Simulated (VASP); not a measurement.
# TiSi2 (Cmcm) in VASP: further runs, part 2 of 2

VASP 6.6.1.

**3. Single point, PBEsol (14.65 Å³/atom)**

INCAR

```
ALGO     = Normal         # electronic algorithm
EDIFF    = 1E-6           # SCF threshold, eV
ENCUT    = 520            # plane-wave cutoff, eV
GGA      = PS             # functional
ISIF     = 2              # what is computed and relaxed
ISMEAR   = 0              # smearing method
LASPH    = True           # aspherical terms in the spheres
LCHARG   = False          # write CHGCAR
LREAL    = False          # projectors in reciprocal space
LWAVE    = False          # write WAVECAR
NBANDS   = 29             # bands
NELM     = 60             # most SCF steps
PREC     = Accurate       # precision mode
SIGMA    = 0.15           # smearing width, eV
```

KPOINTS

```
k-points
0
Gamma
  14 14 12
```

POSCAR

```
TiSi2
1.0
    1.7890832419     -6.7907215764      0.0000000000
    1.7890832419      6.7907215764      0.0000000000
    0.0000000000      0.0000000000      3.6175322137
Ti Si
2 4
Direct
    0.8975108623      0.1024891377      0.7500000000
    0.1024891377      0.8975108623      0.2500000000
    0.5599809709      0.4400190291      0.7500000000
    0.4400190291      0.5599809709      0.2500000000
    0.2497198722      0.7502801278      0.7500000000
    0.7502801278      0.2497198722      0.2500000000
```

Potentials or basis: VASP PAW PBE potentials, release 64 (Ti_sv, Si).

On the command line:

```sh
cat potpaw_PBE.64/Ti_sv/POTCAR potpaw_PBE.64/Si/POTCAR > POTCAR
mpirun -np 1 vasp_std > vasp.out
```

OUTCAR:

```text
EDIFF = 1E-6
   ENCUT = 520
   GGA = PS
   ISIF = 2
   ISMEAR = 0
   LASPH = True
   LREAL = False
   NELM = 60
   PREC = Accurate

 ion  position               nearest neighbor table
   1  0.898  0.102  0.750-   4 2.61   4 2.61   4 2.61   4 2.61   5 2.69   5 2.69   6 2.70   6 2.70
                             3 2.84   3 2.84
   2  0.102  0.898  0.250-   3 2.61   3 2.61   3 2.61   3 2.61   6 2.69   6 2.69   5 2.70   5 2.70
                             4 2.84   4 2.84
   3  0.560  0.440  0.750-   4 2.43   4 2.43   2 2.61   2 2.61   2 2.61   2 2.61   1 2.84   1 2.84
                             5 3.14   5 3.14
   4  0.440  0.560  0.250-   3 2.43   3 2.43   1 2.61   1 2.61   1 2.61   1 2.61   2 2.84   2 2.84
                             6 3.14   6 3.14
   5  0.250  0.750  0.750-   6 2.54   6 2.54   6 2.54   6 2.54   1 2.69   1 2.69   2 2.70   2 2.70
                             3 3.14   3 3.14
   6  0.750  0.250  0.250-   5 2.54   5 2.54   5 2.54   5 2.54   2 2.69   2 2.69   1 2.70   1 2.70
                             4 3.14   4 3.14

  LATTYP: Found a base centered orthorhombic cell.
 ALAT       =     3.5781664838
 B/A-ratio  =     3.7956431637
 C/A-ratio  =     1.0110016485

  Lattice vectors:

 A1 = (   1.7890832419,  -6.7907215764,   0.0000000000)
 A2 = (   1.7890832419,   6.7907215764,   0.0000000000)
 A3 = (   0.0000000000,   0.0000000000,   3.6175322137)

Analysis of symmetry for initial positions (statically):
=====================================================================
 Subroutine PRICEL returns:
 Original cell was already a primitive cell.

 Routine SETGRP: Setting up the symmetry group for a
 base centered orthorhombic supercell.

 Subroutine GETGRP returns: Found  8 space group operations
 (whereof  4 operations were pure point group operations)
 out of a pool of  8 trial point group operations.

The static configuration has the point symmetry C_2h.
 The point group associated with its full space group is D_2h.

Analysis of symmetry for dynamics (positions and initial velocities):
[... 143 lines left out ...]
  Thomas-Fermi vector in A             =   2.392782
   LORBIT       =      0    0 simple, 1 ext, 2 COOP (PROOUT), +10 PAW based schemes
   GGA     = PS    functional components
   LHFCALC =     F    Hartree Fock is set to
   AEXX    =    0.0000 exact exchange contribution
   IVDW    =     0    specifies the selected vdW correction
   LEPSILON=     F    determine dielectric tensor
   LRPA    =     F    only Hartree local field effects (RPA)
 non-spin polarized calculation
 Gauss-broadening in eV      SIGMA  =   0.15
  energy-cutoff  :      520.00
  volume of cell :       87.90
 maximum number of plane-waves:      2390
 NGX is ok and might be reduce to    54
   NGX = 27   NGY = 27   NGZ = 13

 number of electron      40.0000004 magnetization

 Free energy of the ion-electron system (eV)
  ---------------------------------------------------
  ext. energy  EPLUGINS =         0.00000000
  ---------------------------------------------------
  free energy    TOTEN  =       -43.60409552 eV

  energy without entropy =      -43.58461666  energy(sigma->0) =      -43.59435609

 E-fermi :  10.0627     XC(G=0): -11.5894

 val. band max:       10.0593196501   @ k =   0.3571   0.3571   0.1667
 cond. band min:      10.0628482824   @ k =   0.5000   0.5000   0.4167
 fundamental gap:      0.0035286324
 Fermi energy:        10.0626834524

 k-point     1 :       0.0000    0.0000    0.0000
  band No.  band energies     occupation
      1     -46.5903      2.00000
      2     -46.5813      2.00000
      3     -23.0243      2.00000
      4     -23.0004      2.00000
      5     -22.9962      2.00000
      6     -22.9880      2.00000
[... 757 lines left out ...]
     28      13.0003      0.00000
     29      13.4822      0.00000

 [... further k-points ...]

------------------------ aborting loop because EDIFF is reached ----------------------------------------

  FORCE on cell =-STRESS in cart. coord.  units (eV):
  Direction    XX          YY          ZZ          XY          YZ          ZX
  --------------------------------------------------------------------------------------
  -------------------------------------------------------------------------------------
  Total       -3.7826325     -3.2073891     -4.1583774      0.0000000      0.0000000      0.0000000
  in kB      -68.9470765    -58.4619577    -75.7958816      0.0000000      0.0000000      0.0000000
  external PRESSURE =     -67.7349719 kB  Pullay stress =       0.0000000 kB

 VOLUME and BASIS-vectors are now :
 -----------------------------------------------------------------------------
  energy-cutoff  :      520.00
  volume of cell :       87.90
      direct lattice vectors                 reciprocal lattice vectors
     1.789083242 -6.790721576  0.000000000     0.279472742 -0.073629878  0.000000000
     1.789083242  6.790721576  0.000000000     0.279472742  0.073629878  0.000000000
     0.000000000  0.000000000  3.617532214     0.000000000  0.000000000  0.276431540

 POSITION                                       TOTAL-FORCE (eV/Angst)
 -----------------------------------------------------------------------------------
      1.78908     -5.39877      2.71315         0.000000      0.129378     -0.000000
      1.78908      5.39877      0.90438         0.000000     -0.129378     -0.000000
      1.78908     -0.81463      2.71315         0.000000      0.131727      0.000000
      1.78908      0.81463      0.90438         0.000000     -0.131727      0.000000
      1.78908      3.39917      2.71315         0.000000     -0.002531      0.000000
      1.78908     -3.39917      0.90438         0.000000      0.002531      0.000000
 -----------------------------------------------------------------------------------
    total drift:                                0.000000     -0.000000     -0.000000

  FREE ENERGIE OF THE ION-ELECTRON SYSTEM (eV)
  ---------------------------------------------------
  free  energy   TOTEN  =       -43.6040955181 eV

  energy  without entropy=      -43.5846166607  energy(sigma->0) =      -43.59435609
```

It took 43 min on 1 thread of Intel Xeon 8259CL, shared host; peak memory 0.89 GiB.

Results:

```yaml
Free_energy: -43.6041 eV
Pressure: -6.8 GPa
Largest_force: 0.132 eV/Å
Band_gap_on_the_k_mesh: zero (bands 20 and 21 overlap by 1.00 eV)
```

Forces in eV/Å, atoms in the order of the input:
```
Ti   0.000  0.129  0.000
Ti   0.000 -0.129  0.000
Si   0.000  0.132  0.000
Si   0.000 -0.132  0.000
Si   0.000 -0.003  0.000
Si   0.000  0.003  0.000
```

Caveat: the cell stands under tension; the PAW data sets were made with another functional, which shifts forces and pressure a little.

**4. Single point, PBEsol (14.65 Å³/atom)**

INCAR

```
  PREC = Accurate
  ENCUT = 520
  EDIFF = 1E-6
  ISMEAR = 0
  SIGMA = 0.15
  LREAL = False
  LASPH = True
  NELM = 80
  ALGO = Normal
  ISIF = 2
  LWAVE = False
  LCHARG = True
  GGA = PS
  LELF = True
  LVHAR = True
  NBANDS = 29
```

KPOINTS

```
regular mesh
0
Gamma
  14 14 12
```

POSCAR: that of step 3 with these lines changed.

```diff
@@ -2,5 +2,5 @@
 1.0
-    1.7890832419     -6.7907215764      0.0000000000
-    1.7890832419      6.7907215764      0.0000000000
-    0.0000000000      0.0000000000      3.6175322137
+    1.8051100854     -6.6706727362      0.0000000000
+    1.8051100854      6.6706727362      0.0000000000
+    0.0000000000      0.0000000000      3.6499385441
 Ti Si
```

On the command line:

```sh
cat potpaw_PBE.64/Ti_sv/POTCAR potpaw_PBE.64/Si/POTCAR > POTCAR
mpirun -np 1 vasp_std > vasp.out
```

Run time: 44 min. Hardware: 1 thread of Intel Xeon 8259CL, shared host; peak memory 0.89 GiB.

Results (log left out):

| Quantity | Value |
| --- | --- |
| Free energy | -43.5647 eV |
| Pressure | -7.2 GPa |
| Largest force | 0.065 eV/Å |
| Band gap on the k mesh | zero (bands 20 and 21 overlap by 0.97 eV) |

Forces in eV/Å, atoms in the order of the input:
```
Ti   0.000 -0.065  0.000
Ti   0.000  0.065  0.000
Si   0.000  0.018  0.000
Si   0.000 -0.018  0.000
Si   0.000  0.009  0.000
Si   0.000 -0.009  0.000
```

Stress tensor (GPa, compression positive):
```
-9.09  0.00  0.00
 0.00 -2.76  0.00
 0.00  0.00 -9.79
```

Levels at points of the mesh, in eV from the Fermi level:
```tsv
k point	band 16	band 17	band 18	band 19	band 20	band 21	band 22	band 23	band 24	band 25
(0.00, 0.00, 0.00)	-2.37	-2.09	-1.94	-1.81	0.38	0.56	0.75	0.85	1.17	1.57
(0.50, 0.00, 0.00)	-2.29	-1.73	-1.19	-0.63	-0.56	-0.55	0.88	1.26	1.46	1.68
(0.50, 0.50, 0.00)	-2.61	-2.52	-2.00	-1.02	0.29	0.56	0.57	0.86	1.02	2.11
(0.00, 0.00, 0.50)	-2.35	-1.45	-1.45	-0.05	-0.05	1.08	1.08	1.44	1.44	1.45
(0.50, 0.00, 0.50)	-4.00	-2.97	-2.97	-2.35	-2.35	1.64	1.64	1.70	1.70	2.53
(0.50, 0.50, 0.50)	-3.17	-2.09	-2.09	-0.93	-0.93	0.45	0.45	1.49	1.49	2.33
```

Caveat: the stress differs along the axes, from -10 to -3 GPa; the PAW data sets were made with another functional, which shifts forces and pressure a little.

**5. The runs side by side**

```csv
cell,gap on the mesh (eV),pressure (GPa),largest force (eV/Å)
"a = 6.695, b = 6.695, c = 3.715 Å, angles 90.0, 90.0, 148.1°, 6 atoms",none,-7.3,0.46
"a = 7.022, b = 7.022, c = 3.618 Å, angles 90.0, 90.0, 150.5°, 6 atoms",none,-6.8,0.13
"a = 6.911, b = 6.911, c = 3.650 Å, angles 90.0, 90.0, 149.7°, 6 atoms",none,-7.2,0.06
```

Alike in all rows: task single point; level PBEsol; potentials or basis VASP PAW PBE potentials, release 64 (Ti_sv, Si); no spin polarisation; k mesh 14 × 14 × 12; cutoff (eV) 520; smearing gaussian 0.15 eV.

Caveats: the PAW data sets were made with another functional, which shifts forces and pressure a little; the stress differs along the axes, from -13 to 4 GPa (at least some runs); the cell stands under tension (at least some runs); the stress differs along the axes, from -10 to -3 GPa (at least some runs).

Absolute energies hang on the potentials; compare differences alone.
